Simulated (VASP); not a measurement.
# AlNi in VASP: further runs

The runs below take AlNi through single point, with PBEsol.

Everything below comes from runs of VASP 6.6.1. Logs are shortened: lines on timing, memory, paths and dates and some standing lists are left out, and cuts for length are marked.

### 1 The cell of the first run

It takes space group P4mm (No. 99, tetragonal). Conventional cell: a = 2.859 Å, b = 2.859 Å, c = 2.869 Å, α = 90.00°, β = 90.00°, γ = 90.00°. Al (site symmetry 4mm) has 8 Ni at 2.37 to 2.60 Å and 6 Al at 2.86 to 2.87 Å within 3.1 Å. Ni (site symmetry 4mm) has 8 Al at 2.37 to 2.60 Å and 6 Ni at 2.86 to 2.87 Å within 3.1 Å.

### 2 Single point, PBEsol (atom 1 (Al) moved by (+0.000, -0.200) A along [1 1 0] and z)

INCAR

```
SYSTEM = AlNi
PREC = Accurate
ENCUT = 520
EDIFF = 1E-7
ISMEAR = 0
SIGMA = 0.15
LREAL = .False.
LASPH = .True.
NELM = 100
ALGO = Fast
ISIF = 2
LWAVE = .False.
LCHARG = .True.
GGA = PS
LELF = .True.
LVHAR = .True.
NBANDS = 14
```

KPOINTS

```
Automatic mesh
0
Gamma
  20 20 20
  0 0 0
```

POSCAR

```
AlNi
1.0
    2.0213280871     -2.0213497883      0.0000000000
    2.0213280871      2.0213497883      0.0000000000
    0.0000000000      0.0000000000      2.8694088109
Al Ni
1 1
Direct
    0.0000000000      0.0000000000     -0.0697007688
    0.5000000000      0.5000000000      0.5000000000
```

Potentials or basis: VASP PAW PBE potentials, release 64 (Al, Ni).

Started as:

```
> cat potpaw_PBE.64/Al/POTCAR potpaw_PBE.64/Ni/POTCAR > POTCAR
> mpirun -np 1 vasp_std > vasp.out
```

OUTCAR:

```text
SYSTEM = AlNi
   PREC = Accurate
   ENCUT = 520
   EDIFF = 1E-7
   ISMEAR = 0
   LREAL = .False.
   LASPH = .True.
   NELM = 100
   ISIF = 2
   GGA = PS

 ion  position               nearest neighbor table
   1  0.000  0.000  0.930-   2 2.37   2 2.37   2 2.37   2 2.37   2 2.60   2 2.60   2 2.60   2 2.60

   2  0.500  0.500  0.500-   1 2.37   1 2.37   1 2.37   1 2.37   1 2.60   1 2.60   1 2.60   1 2.60

  LATTYP: Found a base centered orthorhombic cell.
 ALAT       =     4.0426561742
 B/A-ratio  =     1.0000107361
 C/A-ratio  =     0.7097830454

  Lattice vectors:

 A1 = (   2.0213280871,  -2.0213497883,   0.0000000000)
 A2 = (   2.0213280871,   2.0213497883,   0.0000000000)
 A3 = (   0.0000000000,   0.0000000000,   2.8694088109)

Analysis of symmetry for initial positions (statically):
=====================================================================
 Subroutine PRICEL returns:
 Original cell was already a primitive cell.

 Routine SETGRP: Setting up the symmetry group for a
 base centered orthorhombic supercell.

 Subroutine GETGRP returns: Found  4 space group operations
 (whereof  4 operations were pure point group operations)
 out of a pool of  8 trial point group operations.

The static configuration has the point symmetry C_2v.

Analysis of symmetry for dynamics (positions and initial velocities):
=====================================================================
 Subroutine PRICEL returns:
 Original cell was already a primitive cell.

 Routine SETGRP: Setting up the symmetry group for a
 base centered orthorhombic supercell.

 Subroutine GETGRP returns: Found  4 space group operations
 (whereof  4 operations were pure point group operations)
 out of a pool of  8 trial point group operations.

The dynamic configuration has the point symmetry C_2v.

 Subroutine INISYM returns: Found  4 space group operations
 (whereof  4 operations are pure point group operations),
 and found     1 'primitive' translations

----------------------------------------------------------------------------------------

                                     Primitive cell

  volume of cell :      23.4477

  direct lattice vectors                    reciprocal lattice vectors
     2.021328087 -2.021349788  0.000000000     0.247362120 -0.247359464  0.000000000
     2.021328087  2.021349788  0.000000000     0.247362120  0.247359464  0.000000000
     0.000000000  0.000000000  2.869408811     0.000000000  0.000000000  0.348503844

  length of vectors
     2.858604940  2.858604940  2.869408811     0.349820986  0.349820986  0.348503844

  position of ions in fractional coordinates (direct lattice)
     0.000000000  0.000000000  0.930299231
     0.500000000  0.500000000  0.500000000

  ion indices of the primitive-cell ions
   primitive index   ion index
                 1           1
                 2           2

----------------------------------------------------------------------------------------

 KPOINTS: Automatic mesh

Automatic generation of k-mesh.
 Grid dimensions read from file:
 generate k-points for:   20   20   20

 Generating k-lattice:

  Cartesian coordinates                     Fractional coordinates (reciprocal lattice)
     0.012368106 -0.012367973  0.000000000     0.050000000  0.000000000  0.000000000
     0.012368106  0.012367973  0.000000000     0.000000000  0.050000000  0.000000000
     0.000000000  0.000000000  0.017425192     0.000000000  0.000000000  0.050000000

  Length of vectors
     0.017491049  0.017491049  0.017425192

  Shift w.r.t. Gamma in fractional coordinates (k-lattice)
     0.000000000  0.000000000  0.000000000

 Subroutine IBZKPT returns following result:
 ===========================================

 Found   1221 irreducible k-points:

 Following reciprocal coordinates:
            Coordinates               Weight
  0.000000  0.000000  0.000000      1.000000
  0.050000  0.000000  0.000000      4.000000
  0.100000  0.000000  0.000000      4.000000
  0.150000  0.000000  0.000000      4.000000
  0.200000  0.000000  0.000000      4.000000
  0.250000  0.000000  0.000000      4.000000
[... 16 lines left out ...]
 -0.400000  0.050000  0.000000      4.000000
 -0.350000  0.050000  0.000000      4.000000
 [... further k-points ...]
   k-points           NKPTS =   1221   k-points in BZ     NKDIM =   1221   number of bands    NBANDS=     14
   number of dos      NEDOS =    301   number of ions     NIONS =      2
   total plane-waves  NPLWV =  13824
   dimension x,y,z NGX =    24 NGY =   24 NGZ =   24
   dimension x,y,z NGXF=    48 NGYF=   48 NGZF=   48
   ions per type =               1   1
   NGX,Y,Z   is equivalent  to a cutoff of  13.96, 13.96, 13.90 a.u.
   NGXF,Y,Z  is equivalent  to a cutoff of  27.92, 27.92, 27.81 a.u.
 SYSTEM =  AlNi
   PREC   = accura    normal or accurate (medium, high low for compatibility)
   ISTART =      0    job   : 0-new  1-cont  2-samecut
   ICHARG =      2    charge: 1-file 2-atom 10-const
   ISPIN  =      1    spin polarized calculation?
   LNONCOLLINEAR =      F non collinear calculations
   LSORBIT =      F    spin-orbit coupling
   LASPH  =      T    aspherical Exc in radial PAW
   ENCUT  =  520.0 eV  38.22 Ry    6.18 a.u.   5.32  5.32  5.34*2*pi/ulx,y,z
   NELM   =    100;   NELMIN=  2; NELMDL= -5     # of ELM steps
   EDIFF  = 0.1E-06   stopping-criterion for ELM
   LREAL  =      F    real-space projection
   EDIFFG = 0.1E-05   stopping-criterion for IOM
   NSW    =      0    number of steps for IOM
   IBRION =     -1    ionic relax: 0-MD 1-quasi-New 2-CG
   NFREE  =      0    steps in history (QN), initial steepest desc. (CG)
   ISIF   =      2    stress and relaxation
   ISYM   =      2    0-nonsym 1-usesym 2-fastsym
   POTIM  = 0.5000    time-step for ionic-motion
   TEBEG  =    0.0;   TEEND  =   0.0 temperature during run
   PSTRESS=    0.0 pullay stress
   NELECT =      13.0000    total number of electrons
   NUPDOWN=      -1.0000    fix difference up-down
   EMIN   =  10.00;   EMAX   =-10.00  energy-range for DOS
   EFERMI =   0.00;   METHOD = LEGACY
   ISMEAR =     0;   SIGMA  =   0.15  broadening in eV -4-tet -1-fermi 0-gaus
   EFERMI_NEDOS =   21; number of points for ismear=-14 and -15
   IALGO  =     68    algorithm
   IMIX   =      4    mixing-type and parameters
     AMIX     =   0.40;   BMIX     =  1.00
     AMIX_MAG =   1.60;   BMIX_MAG =  1.00
  volume/ion in A,a.u.               =      11.72        79.12
  Fermi-wavevector in a.u.,A,eV,Ry     =   1.344897  2.541487 24.609512  1.808748
  Thomas-Fermi vector in A             =   2.472854
   LORBIT       =      0    0 simple, 1 ext, 2 COOP (PROOUT), +10 PAW based schemes
   GGA     = PS    functional components
   LHFCALC =     F    Hartree Fock is set to
   AEXX    =    0.0000 exact exchange contribution
   IVDW    =     0    specifies the selected vdW correction
   LEPSILON=     F    determine dielectric tensor
   LRPA    =     F    only Hartree local field effects (RPA)
 non-spin polarized calculation
 RMM-DIIS sequential band-by-band and
 Gauss-broadening in eV      SIGMA  =   0.15
  energy-cutoff  :      520.00
  volume of cell :       23.45
 maximum number of plane-waves:       655
 NGX is ok and might be reduce to    24
   NGX = 11   NGY = 11   NGZ = 11

 number of electron      13.0000011 magnetization

 Free energy of the ion-electron system (eV)
  ---------------------------------------------------
  ext. energy  EPLUGINS =         0.00000000
  ---------------------------------------------------
  free energy    TOTEN  =       -11.46533748 eV

  energy without entropy =      -11.45571609  energy(sigma->0) =      -11.46052679

 E-fermi :  10.1418     XC(G=0): -12.2513

 val. band max:       10.1408314001   @ k =   0.5000   0.3000   0.4500
 cond. band min:      10.1444465165   @ k =   0.2500   0.0000   0.3500
 fundamental gap:      0.0036151164
 Fermi energy:        10.1418253003

 k-point     1 :       0.0000    0.0000    0.0000
  band No.  band energies     occupation
      1      -1.1136      2.00000
      2       6.7579      2.00000
      3       6.7980      2.00000
      4       8.5150      2.00000
      5       8.5450      2.00000
      6       8.5451      2.00000
      7      15.6774      0.00000
      8      15.7932      0.00000
      9      15.7933      0.00000
     10      18.4154      0.00000
     11      18.4274      0.00000
     12      23.9715      0.00000
     13      30.9149      0.00000
     14      30.9258      0.00000

 k-point     2 :       0.0500    0.0000    0.0000
  band No.  band energies     occupation
      1      -1.0667      2.00000
      2       6.7582      2.00000
      3       6.8069      2.00000
      4       8.4928      2.00000
      5       8.5243      2.00000
      6       8.5482      2.00000
      7      15.1885      0.00000
      8      15.8014      0.00000
      9      15.8554      0.00000
     10      18.4205      0.00000
     11      18.9135      0.00000
     12      24.1346      0.00000
     13      30.4294      0.00000
     14      30.6800      0.00000

 k-point     3 :       0.1000    0.0000    0.0000
  band No.  band energies     occupation
      1      -0.9263      2.00000
      2       6.7503      2.00000
      3       6.8359      2.00000
      4       8.4321      2.00000
      5       8.4654      2.00000
      6       8.5549      2.00000
      7      14.1295      0.00000
      8      15.9798      0.00000
      9      16.0389      0.00000
     10      18.4281      0.00000
     11      19.7967      0.00000
     12      24.6414      0.00000
     13      29.4152      0.00000
     14      29.5995      0.00000
[... 324 lines left out ...]
 k-point    23 :      -0.4000    0.0500    0.0000
  band No.  band energies     occupation
      1       1.8011      2.00000
      2       4.8135      2.00000
      3       7.2294      2.00000
      4       7.8207      2.00000
      5       7.9012      2.00000
      6       8.6051      2.00000
      7       9.6241      2.00000
      8      17.9042      0.00000
      9      19.1236      0.00000
     10      19.3516      0.00000
     11      22.1738      0.00000
     12      22.6568      0.00000
     13      24.2056      0.00000
     14      26.2641      0.00000

 k-point    24 :      -0.3500    0.0500    0.0000
  band No.  band energies     occupation
      1       1.1550      2.00000
      2       5.5061      2.00000
      3       7.1712      2.00000
      4       7.8920      2.00000
      5       7.9701      2.00000
      6       8.5956      2.00000
      7       9.8859      1.98418
      8      17.4602      0.00000
      9      18.4697      0.00000
     10      19.1247      0.00000
     11      22.7893      0.00000
     12      23.3696      0.00000
     13      24.1529      0.00000
     14      26.8428      0.00000

 [... further k-points ...]

------------------------ aborting loop because EDIFF is reached ----------------------------------------

  FORCE on cell =-STRESS in cart. coord.  units (eV):
  Direction    XX          YY          ZZ          XY          YZ          ZX
  --------------------------------------------------------------------------------------
  -------------------------------------------------------------------------------------
  Total        0.5556838      0.5552521      0.1832604      0.0000000      0.0000000      0.0000000
  in kB       37.9697376     37.9402425     12.5221364      0.0000000      0.0000000      0.0000000
  external PRESSURE =      29.4773721 kB  Pullay stress =       0.0000000 kB

 VOLUME and BASIS-vectors are now :
 -----------------------------------------------------------------------------
  energy-cutoff  :      520.00
  volume of cell :       23.45
      direct lattice vectors                 reciprocal lattice vectors
     2.021328087 -2.021349788  0.000000000     0.247362120 -0.247359464  0.000000000
     2.021328087  2.021349788  0.000000000     0.247362120  0.247359464  0.000000000
     0.000000000  0.000000000  2.869408811     0.000000000  0.000000000  0.348503844

 POSITION                                       TOTAL-FORCE (eV/Angst)
 -----------------------------------------------------------------------------------
      0.00000      0.00000      2.66941         0.000000      0.000000      1.251400
      2.02133      0.00000      1.43470         0.000000      0.000000     -1.251400
 -----------------------------------------------------------------------------------
    total drift:                               -0.000000     -0.000000      0.000121

  FREE ENERGIE OF THE ION-ELECTRON SYSTEM (eV)
  ---------------------------------------------------
  free  energy   TOTEN  =       -11.4653374832 eV

  energy  without entropy=      -11.4557160940  energy(sigma->0) =      -11.46052679
```

Run time: 8.8 min. Hardware: 1 thread of Intel Xeon 8259CL, shared host; peak memory 0.5 GiB.

Results:

```yaml
Free_energy: -11.4653 eV
Pressure: 2.9 GPa
Largest_force: 1.251 eV/Å
Band_gap_on_the_k_mesh: zero (an odd number of electrons rules out a gap without spin polarisation)
```

Forces on the atoms (eV/Å):
```
Al   0.000  0.000  1.251
Ni   0.000  0.000 -1.251
```

Caveat: the cell differs from its parent crystal (atom 1 (Al) moved by (+0.000, -0.200) A along [1 1 0] and z); the PAW data sets were made with another functional, which shifts forces and pressure a little. Spin polarisation is off, so any magnetic state and its effect on volume and gap are missing.

(Continued in part 2 of 2.)
